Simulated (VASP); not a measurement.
WSe2, 3 atoms in the cell. It takes space group P-3m1 (No. 164, trigonal). The conventional cell has a = 3.240 Å, b = 3.240 Å, c = 6.835 Å, α = 90.00°, β = 90.00°, γ = 120.00°. Within 3.4 Å of W (site symmetry -3m) lie 6 Se at 2.54 Å and 6 W at 3.24 Å. Se (site symmetry 3m) has 3 W at 2.54 Å and 6 Se at 3.24 Å within 3.4 Å. 

* Program: VASP 6.6.1
* Task: single point
* Functional: PBEsol
* Potentials or basis: VASP PAW PBE potentials, release 64 (W_sv, Se)
* Cutoff: 520 eV
* k mesh: 6 × 6 × 4
* Occupations: fermi-dirac, width 0.03 eV
* Spin: no spin polarisation
* Dipole correction: no
* Further INCAR settings: ALGO = Normal; EDIFF = 1e-06; NBANDS = 20

Potentials or basis: VASP PAW PBE potentials, release 64 (W_sv, Se).

Launch:

```console
$ cat potpaw_PBE.64/W_sv/POTCAR potpaw_PBE.64/Se/POTCAR > POTCAR
$ mpirun -np 1 vasp_std > vasp.out
```

Hardware: 1 thread of AMD EPYC 9R45 96-Core Processor (Zen 5) (shared host).

Q: Estimate the wall time of this run.

A: Wall time 15 s on 1 thread of AMD EPYC 9R45 96-Core Processor (Zen 5) (shared host), peak memory 0.16 GiB. Counts: scf iterations 14, k points 24.
